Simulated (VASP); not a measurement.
# HfBeC2N (P4/mmm) in VASP: a series of runs, part 2 of 2

VASP 6.6.1. Earlier steps stand in the parts before.

### 4 Relaxation of cell and atoms, PBE

Input file INCAR:

```
PREC = Accurate
ENCUT = 600
EDIFF = 1E-7
ISMEAR = 0
SIGMA = 0.1
LREAL = False
LASPH = True
NELM = 100
ALGO = Normal
ISIF = 3
LWAVE = False
LCHARG = False
GGA = PE
IBRION = 2
NSW = 90
EDIFFG = -0.04
```

Input file KPOINTS:

```
Automatic mesh
0
Gamma
  6 6 6
```

Input file POSCAR:

```
HfBeC2N
1.0
    3.7189007200      0.0000000000      0.0000000000
    0.0000000000      3.7189007200      0.0000000000
    0.0000000000      0.0000000000      3.7189007200
Hf Be C N
1 1 2 1
Direct
    0.5000000000      0.5000000000      0.5000000000
    0.0000000000      0.0000000000      0.0000000000
    0.5000000000      0.0000000000      0.0000000000
    0.0000000000      0.5000000000      0.0000000000
    0.0000000000      0.0000000000      0.5000000000
```

Potentials or basis: VASP PAW PBE potentials, release 64 (Hf_pv, Be, C, N).

Command:

```sh
$ cat potpaw_PBE.64/Hf_pv/POTCAR potpaw_PBE.64/Be/POTCAR potpaw_PBE.64/C/POTCAR potpaw_PBE.64/N/POTCAR > POTCAR
$ mpirun -np 1 vasp_std > vasp.out
```

OUTCAR:

```text
PREC = Accurate
   ENCUT = 600
   EDIFF = 1E-7
   ISMEAR = 0
   LREAL = False
   LASPH = True
   NELM = 100
   ISIF = 3
   GGA = PE
   IBRION = 2
   NSW = 90
   EDIFFG = -0.04

 ion  position               nearest neighbor table
   1  0.500  0.500  0.500-   3 2.63   4 2.63   5 2.63   3 2.63   4 2.63   3 2.63   5 2.63   3 2.63
                             4 2.63   5 2.63   4 2.63   5 2.63
   2  0.000  0.000  0.000-   3 1.86   4 1.86   5 1.86   5 1.86   4 1.86   3 1.86
   3  0.500  0.000  0.000-   2 1.86   2 1.86   1 2.63   1 2.63   1 2.63   1 2.63
   4  0.000  0.500  0.000-   2 1.86   2 1.86   1 2.63   1 2.63   1 2.63   1 2.63
   5  0.000  0.000  0.500-   2 1.86   2 1.86   1 2.63   1 2.63   1 2.63   1 2.63

  LATTYP: Found a simple cubic cell.
 ALAT       =     3.7189007200

  Lattice vectors:

 A1 = (   3.7189007200,   0.0000000000,   0.0000000000)
 A2 = (   0.0000000000,   3.7189007200,   0.0000000000)
 A3 = (   0.0000000000,   0.0000000000,   3.7189007200)

Analysis of symmetry for initial positions (statically):
=====================================================================
 Subroutine PRICEL returns:
 Original cell was already a primitive cell.

 Routine SETGRP: Setting up the symmetry group for a
 simple cubic supercell.

 Subroutine GETGRP returns: Found 16 space group operations
[... 181 lines left out ...]
  Total       -7.1226860     -7.1226860     -5.9142824      0.0000000      0.0000000     -0.0000000
  in kB     -221.8761546   -221.8761546   -184.2336215      0.0000000      0.0000000     -0.0000000
  external PRESSURE =    -209.3286436 kB  Pullay stress =       0.0000000 kB
[... 221 lines left out ...]
--------------------------------------- Ionic step        7  -------------------------------------------

 number of electron      25.0000002 magnetization

 Free energy of the ion-electron system (eV)
  ---------------------------------------------------
  ext. energy  EPLUGINS =         0.00000000
  ---------------------------------------------------
  free energy    TOTEN  =       -35.90170489 eV

  energy without entropy =      -35.88860351  energy(sigma->0) =      -35.89515420

 E-fermi :   7.0028     XC(G=0): -12.3499

 val. band max:        6.9924695779   @ k =   0.5000   0.1667   0.1667
 cond. band min:       7.0436235892   @ k =   0.1667   0.5000   0.3333
 fundamental gap:      0.0511540114
 Fermi energy:         7.0027769660

 k-point     1 :       0.0000    0.0000    0.0000
  band No.  band energies     occupation
      1     -24.3666      2.00000
      2     -24.2253      2.00000
      3     -24.2253      2.00000
      4      -9.2897      2.00000
      5      -4.3917      2.00000
      6      -0.4006      2.00000
[... 433 lines left out ...]
      3     -24.2595      2.00000
      4      -7.9560      2.00000
      5      -4.7342      2.00000
      6      -3.0747      2.00000
[... 8 lines left out ...]
     15       8.9627      0.00000
     16      10.2243      0.00000

 [... further k-points ...]

------------------------ aborting loop because EDIFF is reached ----------------------------------------

  FORCE on cell =-STRESS in cart. coord.  units (eV):
  Direction    XX          YY          ZZ          XY          YZ          ZX
  --------------------------------------------------------------------------------------
  -------------------------------------------------------------------------------------
  Total       -0.0978443     -0.0978443      0.0296434      0.0000000      0.0000000      0.0000000
  in kB       -3.4861820     -3.4861820      1.0561921      0.0000000      0.0000000      0.0000000
  external PRESSURE =      -1.9720573 kB  Pullay stress =       0.0000000 kB
[... 20 lines left out ...]
  FREE ENERGIE OF THE ION-ELECTRON SYSTEM (eV)
  ---------------------------------------------------
  free  energy   TOTEN  =       -35.9017048863 eV

  energy  without entropy=      -35.8886035088  energy(sigma->0) =      -35.89515420

 reached required accuracy - stopping structural energy minimisation
```

OSZICAR:

```text
N       E                     dE             d eps       ncg     rms          rms(c)
DAV:   1     0.936775989733E+02    0.93678E+02   -0.14805E+04  1280   0.163E+03
DAV:   2    -0.343118206542E+02   -0.12799E+03   -0.12651E+03  1720   0.320E+02
DAV:   3    -0.400967896625E+02   -0.57850E+01   -0.56939E+01  1624   0.616E+01
[... 84 lines left out ...]
DAV:   7    -0.359017090726E+02    0.22056E-04   -0.11086E-04  1808   0.616E-02    0.600E-02
DAV:   8    -0.359017057259E+02    0.33467E-05   -0.13596E-05  1448   0.259E-02    0.222E-02
DAV:   9    -0.359017048097E+02    0.91623E-06   -0.34964E-06  1920   0.130E-02    0.232E-03
DAV:  10    -0.359017049289E+02   -0.11925E-06   -0.21953E-07   936   0.355E-03    0.241E-03
DAV:  11    -0.359017048863E+02    0.42689E-07   -0.25767E-08   736   0.174E-03
   7 F= -.35901705E+02 E0= -.35895154E+02  d E =-.101321E-01
```

CONTCAR:

```text
HfBeC2N
   1.00000000000000
     3.4276581926990617    0.0000000000000000   -0.0000000000000000
     0.0000000000000000    3.4276581926990617    0.0000000000000000
     0.0000000000000000   -0.0000000000000000    3.8273748672492105
  Hf              Be              C               N
     1     1     2     1
Direct
     0.5000000000000000    0.5000000000000000    0.5000000000000000
     0.0000000000000000    0.0000000000000000    0.0000000000000000
     0.5000000000000000    0.0000000000000000    0.0000000000000000
     0.0000000000000000    0.5000000000000000    0.0000000000000000
     0.0000000000000000    0.0000000000000000    0.5000000000000000

  0.00000000E+00  0.00000000E+00  0.00000000E+00
  0.00000000E+00  0.00000000E+00  0.00000000E+00
  0.00000000E+00  0.00000000E+00  0.00000000E+00
  0.00000000E+00  0.00000000E+00  0.00000000E+00
  0.00000000E+00  0.00000000E+00  0.00000000E+00
```

It took 7.4 min on 1 thread of Oxide Virtual Turin-like, shared host; peak memory 0.18 GiB.

Results:

- Free energy: -35.9017 eV
- Relaxed volume: 8.99 Å³/atom
- Relaxed cell: a = 3.428 Å, b = 3.428 Å, c = 3.827 Å, α = 90.00°, β = 90.00°, γ = 90.00°
- Space group after relaxing (to 0.1 Å): P4/mmm (No. 123)
- Energy gained by relaxing: 119.9 meV/atom
- Ionic steps: 7
- Pressure after relaxing: -0.2 GPa
- Band gap on the k mesh: zero (an odd number of electrons rules out a gap without spin polarisation)

Stress tensor (GPa, compression positive):
```
-0.35  0.00  0.00
 0.00 -0.35  0.00
 0.00  0.00  0.11
```

The path:
```tsv
step	energy change (eV)	largest force (eV/Å)	pressure (GPa)	volume (Å³)
1	0.0000	0.0000	-20.93	51.43
2	-0.3842	0.0000	14.46	42.06
3	-0.4949	0.0000	0.34	44.74
4	-0.5318	0.0000	0.62	44.61
5	-0.5894	0.0000	3.55	44.11
6	-0.5888	0.0000	-3.82	45.89
7	-0.5996	0.0000	-0.20	44.97
```

Final structure:
```xyz
5
Lattice="3.4277 0.0000 0.0000 0.0000 3.4277 0.0000 0.0000 0.0000 3.8274" Properties=species:S:1:pos:R:3 pbc="T T T"
Hf    1.7138    1.7138    1.9137
Be    0.0000    0.0000    0.0000
C     1.7138    0.0000    0.0000
C     0.0000    1.7138    0.0000
N     0.0000    0.0000    1.9137
```

Caveat: spin-orbit coupling is left out, which moves the levels of the heavy elements; an odd number of electrons without spin polarisation forces a metal; a magnetic or distorted state may lie lower.

### 5 Relaxation of cell and atoms, PBE

This run uses another cell than the first one, of 9.06 Å³/atom.

Input file INCAR:

```
SYSTEM = HfBeC2N
PREC = Accurate
ENCUT = 600
EDIFF = 1E-6
ISMEAR = 0
SIGMA = 0.1
LREAL = .False.
LASPH = .True.
NELM = 80
ALGO = Fast
ISIF = 3
LWAVE = .False.
LCHARG = .False.
GGA = PE
IBRION = 2
NSW = 100
EDIFFG = -0.01
```

Input file KPOINTS:

```
regular mesh
0
Gamma
  12 12 10
  0 0 0
```

POSCAR, as its differences from that of step 4:

```diff
@@ -2,5 +2,5 @@
 1.0
-    3.7189007200      0.0000000000      0.0000000000
-    0.0000000000      3.7189007200      0.0000000000
-    0.0000000000      0.0000000000      3.7189007200
+    3.4360775020      0.0000000000      0.0000000000
+    0.0000000000      3.4360775020      0.0000000000
+    0.0000000000      0.0000000000      3.8373516122
 Hf Be C N
```

Command:

```sh
$ cat potpaw_PBE.64/Hf_pv/POTCAR potpaw_PBE.64/Be/POTCAR potpaw_PBE.64/C/POTCAR potpaw_PBE.64/N/POTCAR > POTCAR
$ mpirun -np 1 vasp_std > vasp.out
```

It took 41 min on 1 thread of Oxide Virtual Turin-like, shared host; peak memory 0.3 GiB.

Results (log left out):

* Free energy: -35.9537 eV
* Relaxed volume: 9.33 Å³/atom
* Relaxed cell: a = 3.283 Å, b = 3.283 Å, c = 4.330 Å, α = 90.00°, β = 90.00°, γ = 90.00°
* Space group after relaxing (to 0.1 Å): P4/mmm (No. 123)
* Energy gained by relaxing: 20.3 meV/atom
* Ionic steps: 19
* Pressure after relaxing: 0.0 GPa
* Band gap on the k mesh: zero (an odd number of electrons rules out a gap without spin polarisation)

Stress tensor (GPa, compression positive):
```
-0.06  0.00  0.00
 0.00 -0.06  0.00
 0.00  0.00  0.16
```

Step by step:
| step | energy change (eV) | largest force (eV/Å) | pressure (GPa) | volume (Å³) |
| --- | --- | --- | --- | --- |
| 1 | 0.0000 | 0.0000 | -1.48 | 45.31 |
| 2 | -0.0032 | 0.0000 | 1.06 | 44.76 |
| 3 | -0.0033 | 0.0000 | 0.69 | 44.84 |
| 4 | -0.0063 | 0.0000 | 0.73 | 44.87 |
| 5 | -0.0163 | 0.0000 | 1.01 | 44.93 |
| 6 | -0.0467 | 0.0000 | 2.25 | 45.01 |
| 7 | -0.0631 | 0.0000 | 7.55 | 45.00 |
| 8 | -0.0754 | 0.0000 | 5.09 | 45.03 |
| 9 | -0.0749 | 0.0000 | 5.62 | 45.03 |
| 10 | -0.0755 | 0.0000 | 5.60 | 45.05 |
| 11 | -0.0771 | 0.0000 | 5.56 | 45.13 |
| 12 | -0.0795 | 0.0000 | 5.50 | 45.27 |
| 13 | -0.0804 | 0.0000 | 5.45 | 45.55 |
| 14 | -0.0808 | 0.0000 | 5.47 | 45.46 |
| 15 | -0.0837 | 0.0000 | 5.02 | 45.54 |
| 16 | -0.0910 | 0.0000 | 3.83 | 45.80 |
| 17 | -0.0998 | 0.0000 | 1.48 | 46.32 |
| 18 | -0.0947 | 0.0000 | -2.91 | 47.37 |
| 19 | -0.1014 | 0.0000 | 0.02 | 46.67 |

Final structure:
```
Hf Be C N
1.0
     3.28280    0.00000    0.00000
     0.00000    3.28280    0.00000
     0.00000    0.00000    4.33017
Hf Be C N
1 1 2 1
Cartesian
  1.6414 1.6414 2.1651
  0.0000 0.0000 0.0000
  1.6414 0.0000 0.0000
  0.0000 1.6414 0.0000
  0.0000 0.0000 2.1651
```

Levels at points of the mesh, in eV from the Fermi level:
```csv
k point,band 11,band 12,band 13,band 14,band 15,band 16
"(0.00, 0.00, 0.00)",-1.17,0.20,1.21,1.33,3.18,3.18
"(0.50, 0.00, 0.00)",-1.69,-0.27,-0.08,-0.03,1.11,3.12
"(0.50, 0.50, 0.00)",-3.21,-2.31,-2.31,4.08,4.85,5.21
"(0.00, 0.00, 0.50)",-1.76,-1.69,-1.69,2.13,2.13,3.78
"(0.50, 0.00, 0.50)",-1.53,-1.25,-1.01,0.22,0.80,4.07
"(0.50, 0.50, 0.50)",-0.27,1.05,1.05,2.06,2.78,2.78
```

Caveat: spin-orbit coupling is left out, which moves the levels of the heavy elements; an odd number of electrons without spin polarisation forces a metal; a magnetic or distorted state may lie lower.

### 6 Overview

| task | cell | k mesh | cutoff (eV) | gap on the mesh (eV) | pressure (GPa) | relaxed volume (Å³/atom) |
| --- | --- | --- | --- | --- | --- | --- |
| single point | a = 3.719 Å, 5 atoms | 6 × 6 × 6 | 520 | none | -20.8 | - |
| single point | a = 3.287, b = 3.287, c = 4.360 Å, 5 atoms | 12 × 12 × 10 | 520 | none | -1.3 | - |
| relaxation of cell and atoms | relaxed from a = 3.719 Å, 5 atoms | 6 × 6 × 6 | 600 | none | -0.2 | 8.99 |
| relaxation of cell and atoms | relaxed from a = 3.436, b = 3.436, c = 3.837 Å, 5 atoms | 12 × 12 × 10 | 600 | none | 0.0 | 9.33 |

Alike in all rows: level PBE; potentials or basis VASP PAW PBE potentials, release 64 (Hf_pv, Be, C, N); no spin polarisation; smearing gaussian 0.1 eV.

Caveats: spin-orbit coupling is left out, which moves the levels of the heavy elements; an odd number of electrons without spin polarisation forces a metal; a magnetic or distorted state may lie lower; the cell stands under tension (at least some runs).

Total energies depend on the potentials used, so only differences within one code and one set of settings carry meaning.

The gap in the log of VASP goes by the Fermi energy; the results here count the filled bands.